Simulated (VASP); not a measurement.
Runs of VASP 6.6.1 on HfSi. The structure is that of space group Pnma (No. 62), or close to it. The cells are those of the table. 

```csv
cell,gap on the mesh (eV),pressure (GPa),largest force (eV/Å)
"a = 6.822, b = 3.760, c = 5.046 Å, 8 atoms",none,5.8,0.24
"a = 6.617, b = 3.647, c = 5.046 Å, 8 atoms",none,18.0,0.08
"a = 6.719, b = 3.703, c = 5.202 Å, 8 atoms",none,5.3,0.14
"a = 7.026, b = 3.872, c = 5.358 Å, 8 atoms",none,-11.9,0.07
"a = 6.617, b = 3.647, c = 5.124 Å, 8 atoms",none,(b),(a)
"a = 7.026, b = 3.872, c = 5.202 Å, 8 atoms",none,-8.1,0.20
```

Alike in all rows: task single point; level PBEsol; potentials or basis VASP PAW PBE potentials, release 64 (Hf_pv, Si); no spin polarisation; k mesh 6 × 10 × 8; cutoff (eV) 520; smearing gaussian 0.15 eV.

Question: Estimate the missing entries.

Answer: (a) 0.19; (b) 14.5.

Caveats: the PAW data sets were made with another functional, which shifts forces and pressure a little; spin-orbit coupling is left out, which moves the levels of the heavy elements.

A k mesh can miss the band edges, and the runs leave out spin-orbit coupling on Hf.

A gap of «none» marks levels without a gap at the run's occupations.
